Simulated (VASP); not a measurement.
Runs of VASP 6.6.1 on Zn. The structure is that of space group Im-3m (No. 229), or close to it. The cells are those of the table. 

```tsv
cell	k mesh	gap on the mesh (eV)	pressure (GPa)
a = 2.576 Å, angles 109.5°, 1 atom	16 × 16 × 16	none	9.4
a = 2.649 Å, angles 109.5°, 1 atom	16 × 16 × 16	none	(a)
a = 2.684 Å, angles 109.5°, 1 atom	16 × 16 × 16	none	-2.4
a = 2.718 Å, angles 109.5°, 1 atom	16 × 16 × 16	none	-4.6
a = 2.649 Å, angles 109.5°, 1 atom	24 × 24 × 24	none	0.5
a = 2.751 Å, angles 109.5°, 1 atom	16 × 16 × 16	none	(b)
a = 2.538 Å, angles 109.5°, 1 atom	16 × 16 × 16	none	(c)
a = 2.613 Å, angles 109.5°, 1 atom	16 × 16 × 16	none	4.5
```

Alike in all rows: task single point; level PBEsol; potentials or basis VASP PAW PBE potentials, release 64 (Zn); no spin polarisation; cutoff (eV) 520; smearing fermi-dirac 0.1 eV.

Problem. Fill in the values left out.

Solution. (a) 0.6; (b) -6.4; (c) 15.7.

Caveats: the PAW data sets were made with another functional, which shifts forces and pressure a little.

A gap of «none» marks levels without a gap at the run's occupations.
